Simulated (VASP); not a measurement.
CuF: single point with PBE

The system is CuF.

```
Cu F
1.0
     3.32918    0.00000    0.00000
    -1.66459    2.88315    0.00000
     0.00000    0.00000    5.25235
Cu F
2 2
Direct
  0.00000 0.00000 0.00000
  0.00000 0.00000 0.50000
  0.33333 0.66667 0.25000
  0.66667 0.33333 0.75000
```

This cell differs from its parent crystal: volume changed by +3%.

```
Program                : VASP 6.6.1
Task                   : single point
Functional             : PBE
Potentials or basis    : VASP PAW PBE potentials, release 64 (Cu, F)
Cutoff                 : 520 eV
k mesh                 : 9 × 9 × 4
Occupations            : fermi-dirac, width 0.02 eV
Spin                   : no spin polarisation
Dipole correction      : no
Further INCAR settings : ALGO = Normal; EDIFF = 1e-07; NBANDS = 26
```

```json
{
 "Pressure": "-2.4 GPa",
 "Band gap on the k mesh": "zero (band 18 reaches 3.36 eV, above the bottom of band 19 at 3.19 eV)"
}
```

Stress tensor (GPa, compression positive):
```
-2.37  0.00  0.00
 0.00 -2.37  0.00
 0.00  0.00 -2.55
```

Levels at points of the mesh, in eV from the Fermi level:
| k point | band 14 | band 15 | band 16 | band 17 | band 18 | band 19 | band 20 | band 21 | band 22 | band 23 |
| --- | --- | --- | --- | --- | --- | --- | --- | --- | --- | --- |
| (0.00, 0.00, 0.00) | -0.83 | -0.38 | -0.38 | -0.12 | -0.07 | -0.07 | 3.69 | 5.53 | 11.79 | 11.79 |
| (0.00, 0.00, 0.50) | -0.83 | -0.34 | -0.34 | -0.34 | -0.34 | 0.61 | 0.61 | 10.22 | 10.22 | 13.09 |

Run time: 53 s on 1 thread of Intel Xeon 6975P-C, with other jobs on the host, peak memory 0.19 GiB.

Caveat: semilocal functionals often make such compounds metallic where correlation or magnetic order opens a gap, which also shifts bond lengths.
